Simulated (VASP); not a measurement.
# AlRu (P4/mmm) in VASP: further runs

Runs on AlRu. Level: PBEsol. Tasks: single point.

All numbers are computed with VASP 6.6.1; they aren't measurements. Logs are shortened: lines on timing, memory, paths and dates and some standing lists are left out, and cuts for length are marked.

### 1 The cell of the first run

The structure is tetragonal, space group P4/mmm (No. 123). Conventional cell: a = 3.341 Å, b = 3.341 Å, c = 2.362 Å, α = 90.00°, β = 90.00°, γ = 90.00°. Within 3.1 Å of Al (site symmetry 4/mmm) lie 2 Al at 2.36 Å and 8 Ru at 2.64 Å. Within 3.1 Å of Ru (site symmetry 4/mmm) lie 2 Ru at 2.36 Å and 8 Al at 2.64 Å.

### 2 Single point, PBEsol

The input, INCAR:

```
  PREC = Accurate
  ENCUT = 520
  EDIFF = 1E-6
  ISMEAR = 0
  SIGMA = 0.15
  LREAL = F
  LASPH = T
  NELM = 80
  ALGO = Fast
  ISIF = 2
  LWAVE = F
  LCHARG = F
  GGA = PS
  NBANDS = 16
```

The input, KPOINTS:

```
Automatic mesh
0
Gamma
  22 22 22
```

The input, POSCAR:

```
AlRu
1.0
    3.3410730099      0.0000000000      0.0000000000
    0.0000000000      3.3410730099      0.0000000000
    0.0000000000      0.0000000000      2.3621386180
Al Ru
1 1
Direct
    0.0000000000      0.0000000000      0.0000000000
    0.5000000000      0.5000000000      0.5000000000
```

Potentials or basis: VASP PAW PBE potentials, release 64 (Al, Ru_pv).

Command:

```console
> cat potpaw_PBE.64/Al/POTCAR potpaw_PBE.64/Ru_pv/POTCAR > POTCAR
> mpirun -np 1 vasp_std > vasp.out
```

OUTCAR:

```text
PREC = Accurate
   ENCUT = 520
   EDIFF = 1E-6
   ISMEAR = 0
   LREAL = F
   LASPH = T
   NELM = 80
   ISIF = 2
   GGA = PS

 ion  position               nearest neighbor table
   1  0.000  0.000  0.000-   2 2.64   2 2.64   2 2.64   2 2.64   2 2.64   2 2.64   2 2.64   2 2.64

   2  0.500  0.500  0.500-   1 2.64   1 2.64   1 2.64   1 2.64   1 2.64   1 2.64   1 2.64   1 2.64

  LATTYP: Found a simple tetragonal cell.
 ALAT       =     3.3410730099
 C/A-ratio  =     0.7070000000

  Lattice vectors:

 A1 = (   3.3410730099,   0.0000000000,   0.0000000000)
 A2 = (   0.0000000000,   3.3410730099,   0.0000000000)
 A3 = (   0.0000000000,   0.0000000000,   2.3621386180)

Analysis of symmetry for initial positions (statically):
=====================================================================
 Subroutine PRICEL returns:
 Original cell was already a primitive cell.

 Routine SETGRP: Setting up the symmetry group for a
 simple tetragonal supercell.

 Subroutine GETGRP returns: Found 16 space group operations
 (whereof 16 operations were pure point group operations)
 out of a pool of 16 trial point group operations.

The static configuration has the point symmetry D_4h.

Analysis of symmetry for dynamics (positions and initial velocities):
=====================================================================
 Subroutine PRICEL returns:
 Original cell was already a primitive cell.

 Routine SETGRP: Setting up the symmetry group for a
 simple tetragonal supercell.

 Subroutine GETGRP returns: Found 16 space group operations
 (whereof 16 operations were pure point group operations)
 out of a pool of 16 trial point group operations.

The dynamic configuration has the point symmetry D_4h.

 Subroutine INISYM returns: Found 16 space group operations
 (whereof 16 operations are pure point group operations),
 and found     1 'primitive' translations

----------------------------------------------------------------------------------------

                                     Primitive cell

  volume of cell :      26.3680

  direct lattice vectors                    reciprocal lattice vectors
     3.341073010  0.000000000  0.000000000     0.299305043  0.000000000  0.000000000
     0.000000000  3.341073010  0.000000000     0.000000000  0.299305043  0.000000000
     0.000000000  0.000000000  2.362138618     0.000000000  0.000000000  0.423345181

[... 76 lines left out ...]
   ICHARG =      2    charge: 1-file 2-atom 10-const
   ISPIN  =      1    spin polarized calculation?
   LNONCOLLINEAR =      F non collinear calculations
   LSORBIT =      F    spin-orbit coupling
   LASPH  =      T    aspherical Exc in radial PAW
   ENCUT  =  520.0 eV  38.22 Ry    6.18 a.u.   6.21  6.21  4.39*2*pi/ulx,y,z
   NELM   =     80;   NELMIN=  2; NELMDL= -5     # of ELM steps
   EDIFF  = 0.1E-05   stopping-criterion for ELM
   LREAL  =      F    real-space projection
   EDIFFG = 0.1E-04   stopping-criterion for IOM
   NSW    =      0    number of steps for IOM
   IBRION =     -1    ionic relax: 0-MD 1-quasi-New 2-CG
   NFREE  =      0    steps in history (QN), initial steepest desc. (CG)
   ISIF   =      2    stress and relaxation
   ISYM   =      2    0-nonsym 1-usesym 2-fastsym
   POTIM  = 0.5000    time-step for ionic-motion
   TEBEG  =    0.0;   TEEND  =   0.0 temperature during run
   PSTRESS=    0.0 pullay stress
   NELECT =      17.0000    total number of electrons
   NUPDOWN=      -1.0000    fix difference up-down
   EMIN   =  10.00;   EMAX   =-10.00  energy-range for DOS
   EFERMI =   0.00;   METHOD = LEGACY
   ISMEAR =     0;   SIGMA  =   0.15  broadening in eV -4-tet -1-fermi 0-gaus
   EFERMI_NEDOS =   21; number of points for ismear=-14 and -15
   IALGO  =     68    algorithm
   IMIX   =      4    mixing-type and parameters
     AMIX     =   0.40;   BMIX     =  1.00
     AMIX_MAG =   1.60;   BMIX_MAG =  1.00
  volume/ion in A,a.u.               =      13.18        88.97
  Fermi-wavevector in a.u.,A,eV,Ry     =   1.414269  2.672581 27.213787  2.000157
  Thomas-Fermi vector in A             =   2.535829
   LORBIT       =      0    0 simple, 1 ext, 2 COOP (PROOUT), +10 PAW based schemes
   GGA     = PS    functional components
   LHFCALC =     F    Hartree Fock is set to
   AEXX    =    0.0000 exact exchange contribution
   IVDW    =     0    specifies the selected vdW correction
   LEPSILON=     F    determine dielectric tensor
   LRPA    =     F    only Hartree local field effects (RPA)
 non-spin polarized calculation
 RMM-DIIS sequential band-by-band and
 Gauss-broadening in eV      SIGMA  =   0.15
  energy-cutoff  :      520.00
  volume of cell :       26.37
 maximum number of plane-waves:       736
 NGX is ok and might be reduce to    28

 number of electron      16.9999998 magnetization

 Free energy of the ion-electron system (eV)
  ---------------------------------------------------
  ext. energy  EPLUGINS =         0.00000000
  ---------------------------------------------------
  free energy    TOTEN  =       -14.01360316 eV

  energy without entropy =      -13.99872750  energy(sigma->0) =      -14.00616533

 E-fermi :  11.7018     XC(G=0): -12.7304

 val. band max:       11.7012483281   @ k =   0.4545   0.3182   0.3636
 cond. band min:      11.7036734725   @ k =   0.4545   0.4545   0.4545
 fundamental gap:      0.0024251443
 Fermi energy:        11.7018239587

 k-point     1 :       0.0000    0.0000    0.0000
  band No.  band energies     occupation
      1     -30.9782      2.00000
      2     -30.9782      2.00000
      3     -30.3391      2.00000
      4       0.9559      2.00000
      5       6.1533      2.00000
      6       7.0620      2.00000
[... 433 lines left out ...]
      3     -30.3387      2.00000
      4       1.2084      2.00000
      5       6.1645      2.00000
      6       7.0937      2.00000
[... 8 lines left out ...]
     15      25.6455      0.00000
     16      26.5663      0.00000

 [... further k-points ...]
[... 5 lines left out ...]
  --------------------------------------------------------------------------------------
  -------------------------------------------------------------------------------------
  Total       -0.8077618     -0.8077618     12.1039766      0.0000000      0.0000000      0.0000000
  in kB      -49.0813608    -49.0813608    735.4638770      0.0000000      0.0000000      0.0000000
  external PRESSURE =     212.4337185 kB  Pullay stress =       0.0000000 kB

 VOLUME and BASIS-vectors are now :
 -----------------------------------------------------------------------------
  energy-cutoff  :      520.00
  volume of cell :       26.37
      direct lattice vectors                 reciprocal lattice vectors
     3.341073010  0.000000000  0.000000000     0.299305043  0.000000000  0.000000000
     0.000000000  3.341073010  0.000000000     0.000000000  0.299305043  0.000000000
     0.000000000  0.000000000  2.362138618     0.000000000  0.000000000  0.423345181

 POSITION                                       TOTAL-FORCE (eV/Angst)
 -----------------------------------------------------------------------------------
      0.00000      0.00000      0.00000         0.000000      0.000000      0.000000
      1.67054      1.67054      1.18107         0.000000      0.000000      0.000000
 -----------------------------------------------------------------------------------
    total drift:                                0.000000      0.000000      0.000000

  FREE ENERGIE OF THE ION-ELECTRON SYSTEM (eV)
  ---------------------------------------------------
  free  energy   TOTEN  =       -14.0136031598 eV

  energy  without entropy=      -13.9987275000  energy(sigma->0) =      -14.00616533
```

OSZICAR:

```text
N       E                     dE             d eps       ncg     rms          rms(c)
DAV:   1     0.116370541507E+03    0.11637E+03   -0.91609E+03 30744   0.989E+02
DAV:   2    -0.128626531308E+02   -0.12923E+03   -0.12288E+03 35664   0.293E+02
DAV:   3    -0.147260153790E+02   -0.18634E+01   -0.18581E+01 38776   0.369E+01
DAV:   4    -0.147396615030E+02   -0.13646E-01   -0.13634E-01 37288   0.329E+00
DAV:   5    -0.147398568578E+02   -0.19535E-03   -0.19507E-03 36552   0.373E-01    0.156E+01
RMM:   6    -0.141504197187E+02    0.58944E+00   -0.20398E+00 30836   0.113E+01    0.396E+00
RMM:   7    -0.140361242674E+02    0.11430E+00   -0.18144E-01 31141   0.340E+00    0.342E+00
RMM:   8    -0.140139867225E+02    0.22138E-01   -0.27028E-02 32967   0.129E+00    0.324E-01
RMM:   9    -0.140136489319E+02    0.33779E-03   -0.18136E-03 35171   0.373E-01    0.129E-01
RMM:  10    -0.140136014981E+02    0.47434E-04   -0.27062E-04 36519   0.147E-01    0.589E-02
RMM:  11    -0.140136052568E+02   -0.37587E-05   -0.63079E-05 36090   0.627E-02    0.275E-02
RMM:  12    -0.140136030916E+02    0.21652E-05   -0.18199E-05 37105   0.349E-02    0.139E-02
RMM:  13    -0.140136031598E+02   -0.68205E-07   -0.36135E-06 30749   0.157E-02
   1 F= -.14013603E+02 E0= -.14006165E+02  d E =-.148757E-01
```

It took 2.9 min on 1 thread of Intel Xeon Platinum 8488C (Sapphire Rapids), shared host; peak memory 0.46 GiB.

Results:

```yaml
Free_energy: -14.0136 eV
Pressure: 21.2 GPa
```

Levels at points of the mesh, in eV from the Fermi level:
```csv
k point,band 7,band 8,band 9,band 10,band 11,band 12
"(0.00, 0.00, 0.00)",-2.12,0.98,0.98,1.91,1.91,6.55
"(0.50, 0.00, 0.00)",-3.81,-0.40,0.59,1.04,5.14,7.14
"(0.50, 0.50, 0.00)",-3.51,-0.61,0.65,0.65,1.08,3.05
"(0.00, 0.00, 0.50)",-3.35,-2.35,-0.85,4.75,7.16,7.81
"(0.50, 0.00, 0.50)",-2.43,-1.99,0.19,0.70,5.38,8.01
"(0.50, 0.50, 0.50)",0.15,1.76,2.46,3.14,3.14,4.61
```

Caveat: the PAW data sets were made with another functional, which shifts forces and pressure a little.

### 3 Single point, PBEsol

This run uses another cell than the first one, of the same volume but with other edges.

The input, INCAR:

```
SYSTEM = AlRu
ALGO = Fast
EDIFF = 1E-6
ENCUT = 520
GGA = PS
ISIF = 2
ISMEAR = 0
LASPH = .TRUE.
LCHARG = .FALSE.
LREAL = .FALSE.
LWAVE = .FALSE.
NBANDS = 16
NELM = 80
PREC = Accurate
SIGMA = 0.15
```

The input, KPOINTS:

```
k-points
0
G
  22 22 22
  0 0 0
```

The input, POSCAR:

```
AlRu
1.0
    2.6518114053      0.0000000000      0.0000000000
    0.0000000000      2.6518114053      0.0000000000
    0.0000000000      0.0000000000      3.7496613271
Al Ru
1 1
Direct
    0.0000000000      0.0000000000      0.0000000000
    0.5000000000      0.5000000000      0.5000000000
```

Potentials or basis: VASP PAW PBE potentials, release 64 (Al, Ru_pv).

Command:

```console
> cat potpaw_PBE.64/Al/POTCAR potpaw_PBE.64/Ru_pv/POTCAR > POTCAR
> mpirun -np 1 vasp_std > vasp.out
```

It took 2.8 min on 1 thread of Intel Xeon Platinum 8488C (Sapphire Rapids), shared host; peak memory 0.46 GiB.

Results (log left out):

```yaml
Free_energy: -14.8199 eV
Pressure: 8.8 GPa
```

Stress tensor (GPa, compression positive):
```
16.59  0.00  0.00
 0.00 16.59  0.00
 0.00  0.00 -6.84
```

Levels at points of the mesh, in eV from the Fermi level:
```csv
k point,band 6,band 7,band 8,band 9,band 10,band 11,band 12,band 13
"(0.00, 0.00, 0.00)",-4.28,-0.08,-0.08,0.08,1.37,7.44,9.60,9.60
"(0.50, 0.00, 0.00)",-4.28,-3.29,-0.87,0.41,3.75,5.89,5.96,10.30
"(0.50, 0.50, 0.00)",-3.03,-2.53,-0.45,-0.45,3.01,6.58,6.95,7.15
"(0.00, 0.00, 0.50)",-4.12,-1.71,-0.46,-0.46,1.39,8.13,10.14,13.32
"(0.50, 0.00, 0.50)",-3.22,-1.12,-0.84,-0.67,0.09,3.99,5.85,11.50
"(0.50, 0.50, 0.50)",-4.60,0.15,2.80,2.89,3.02,4.77,4.77,5.75
```

Caveat: the PAW data sets were made with another functional, which shifts forces and pressure a little.

### 4 Single point, PBEsol

This run uses another cell than the first one, of the same volume but with other edges.

The input, INCAR:

```
ALGO = Fast
EDIFF = 1E-6
ENCUT = 520
GGA = PS
ISIF = 2
ISMEAR = 0
LASPH = T
LCHARG = F
LREAL = F
LWAVE = F
NBANDS = 16
NELM = 80
PREC = Accurate
SIGMA = 0.15
```

The input, KPOINTS:

```
k-points
0
Gamma
  22 22 22
```

The input, POSCAR:

```
AlRu
1.0
    3.1420960885      0.0000000000      0.0000000000
    0.0000000000      3.1420960885      0.0000000000
    0.0000000000      0.0000000000      2.6707816752
Al Ru
1 1
Direct
    0.0000000000      0.0000000000      0.0000000000
    0.5000000000      0.5000000000      0.5000000000
```

Command:

```console
> cat potpaw_PBE.64/Al/POTCAR potpaw_PBE.64/Ru_pv/POTCAR > POTCAR
> mpirun -np 1 vasp_std > vasp.out
```

It took 1.9 min on 1 thread of Intel Xeon Platinum 8488C (Sapphire Rapids), shared host; peak memory 0.46 GiB.

The run converged. Its results:

| Property | Result |
| --- | --- |
| Free energy | -15.2254 eV |
| Pressure | 3.9 GPa |

Stress tensor (GPa, compression positive):
```
-8.59  0.00  0.00
 0.00 -8.59  0.00
 0.00  0.00 28.76
```

Levels at points of the mesh, in eV from the Fermi level:
```
           k point  band 7  band 8  band 9  band 10  band 11  band 12
(0.00, 0.00, 0.00)   -0.77    0.51    0.51     4.25     4.25     9.55
(0.50, 0.00, 0.00)   -2.52   -0.48    0.66     1.15     6.84     9.39
(0.50, 0.50, 0.00)   -2.25   -0.28   -0.28     0.63     3.53     5.19
(0.00, 0.00, 0.50)   -2.62   -2.61   -0.18     3.93     7.24     9.52
(0.50, 0.00, 0.50)   -1.85   -1.59   -0.62     1.37     6.30     6.48
(0.50, 0.50, 0.50)    0.90    1.94    2.57     3.63     3.63     4.76
```

Caveat: the PAW data sets were made with another functional, which shifts forces and pressure a little.

### 5 The runs side by side

```csv
cell,gap on the mesh (eV),pressure (GPa)
"a = 3.341, b = 3.341, c = 2.362 Å, 2 atoms",none,21.2
"a = 2.652, b = 2.652, c = 3.750 Å, 2 atoms",none,8.8
"a = 3.142, b = 3.142, c = 2.671 Å, 2 atoms",none,3.9
```

Alike in all rows: task single point; level PBEsol; potentials or basis VASP PAW PBE potentials, release 64 (Al, Ru_pv); no spin polarisation; k mesh 22 × 22 × 22; cutoff (eV) 520; smearing gaussian 0.15 eV.

Caveats: the PAW data sets were made with another functional, which shifts forces and pressure a little.

Absolute energies hang on the potentials; compare differences alone.
